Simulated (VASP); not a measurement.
A run of VASP 6.6.1 is set up as follows.

File INCAR:

```
SYSTEM = Bi
PREC = Accurate
ENCUT = 520
EDIFF = 1E-6
ISMEAR = -1
SIGMA = 0.1
LREAL = .False.
LASPH = .True.
NELM = 80
ALGO = Normal
ISIF = 2
LWAVE = .False.
LCHARG = .False.
GGA = PE
NBANDS = 14
```

Contents of KPOINTS:

```
regular mesh
0
Gamma
  12 12 12
  0 0 0
```

The input POSCAR:

```
Bi
1.0
    0.0000000000      2.5489849710      2.5489849710
    2.5489849710      0.0000000000      2.5489849710
    2.5489849710      2.5489849710      0.0000000000
Bi
1
Direct
    0.0000000000      0.0000000000      0.0000000000
```

Potentials or basis: VASP PAW PBE potentials, release 64 (Bi_d).

Command:

```bash
$ cat potpaw_PBE.64/Bi_d/POTCAR > POTCAR
$ mpirun -np 1 vasp_std > vasp.out
```

**Question.** Predict the pressure.

**Answer.** -2.1 GPa.
